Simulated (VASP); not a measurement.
Runs of VASP 6.6.1 on Ba. The structure is that of space group P6/mmm (No. 191), or close to it. The cells are those of the table. 

| task | level | cell | k mesh | cutoff (eV) | smearing | gap on the mesh (eV) | pressure (GPa) |
| --- | --- | --- | --- | --- | --- | --- | --- |
| single point | revPBE | a = 4.312, b = 4.312, c = 3.913 Å, angles 90.0, 90.0, 120.0°, 1 atom | 6 × 6 × 4 | 500 | fermi-dirac 0.039 eV | none | 0.6 |
| single point | PBE | a = 4.312, b = 4.312, c = 3.913 Å, angles 90.0, 90.0, 120.0°, 1 atom | 6 × 6 × 4 | 520 | gaussian 0.015 eV | none | 0.1 |
| single point | PBE | a = 4.312, b = 4.312, c = 3.913 Å, angles 90.0, 90.0, 120.0°, 1 atom | 6 × 6 × 4 | 500 | fermi-dirac 0.00861733 eV | none | 0.1 |
| single point | PBE | a = 4.312, b = 4.312, c = 3.913 Å, angles 90.0, 90.0, 120.0°, 1 atom | 6 × 6 × 4 | 500 | methfessel-paxton 0.0026 eV | none | 0.1 |
| single point | PBE | a = 4.312, b = 4.312, c = 3.913 Å, angles 90.0, 90.0, 120.0°, 1 atom | 6 × 6 × 4 | 500 | gaussian 0.1 eV | none | 0.1 |
| electric field gradients | PBE | a = 4.362, b = 4.318, c = 3.894 Å, angles 89.2, 89.7, 120.4°, 1 atom | 3 × 3 × 3 | 400 | gaussian 0.1 eV | none | (a) |
| single point | PBE | a = 4.312, b = 4.312, c = 3.913 Å, angles 90.0, 90.0, 120.0°, 1 atom | 3 × 3 × 2 | 500 | gaussian 0.1 eV | none | -2.3 |
| single point | PBE | a = 4.312, b = 4.312, c = 3.913 Å, angles 90.0, 90.0, 120.0°, 1 atom | 6 × 6 × 4 | 500 | methfessel-paxton 0.044 eV | none | 0.1 |

Alike in all rows: potentials or basis VASP PAW PBE potentials, release 64 (Ba_sv); no spin polarisation.

Task: Estimate the missing entries.

Result: (a) -0.2.

Caveats: all runs use coarse meshes; spin-orbit coupling is left out, which moves the levels of the heavy elements; the PAW data sets were made with another functional, which shifts forces and pressure a little (some runs).

A k mesh can miss the band edges, and the runs leave out spin-orbit coupling on Ba.

A gap of «none» marks levels without a gap at the run's occupations.
